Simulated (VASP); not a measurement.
Eu, 1 atom in the cell. It takes space group Im-3m (No. 229, cubic). Conventional cell: a = 4.544 Å, b = 4.544 Å, c = 4.544 Å, α = 90.00°, β = 90.00°, γ = 90.00°. Eu (site symmetry m-3m) has 14 Eu at 3.94 to 4.54 Å within 5.2 Å. 

```yaml
Program: VASP 6.6.1
Task: single point
Functional: PBE
Potentials_or_basis: VASP PAW PBE potentials, release 64 (Eu)
Cutoff: 520 eV
k_mesh: 10 × 10 × 10
Occupations: fermi-dirac, width 0.05 eV
Spin: collinear spin, ferromagnetic start
Starting_moments: "[7.0] μB"
Dipole_correction: no
Further_INCAR_settings: ALGO = Normal; EDIFF = 1e-07; NBANDS = 18
```

Potentials or basis: VASP PAW PBE potentials, release 64 (Eu).

Run with:

```console
$ cat potpaw_PBE.64/Eu/POTCAR > POTCAR
$ mpirun -np 1 vasp_std > vasp.out
```

Hardware: 1 thread of AMD EPYC 9R45 96-Core Processor (Zen 5), on a shared host.

Estimate the wall time of this run.

Run time: 86 s on 1 thread of AMD EPYC 9R45 96-Core Processor (Zen 5), on a shared host, peak memory 0.21 GiB. Counts: scf iterations 20, k points 47.
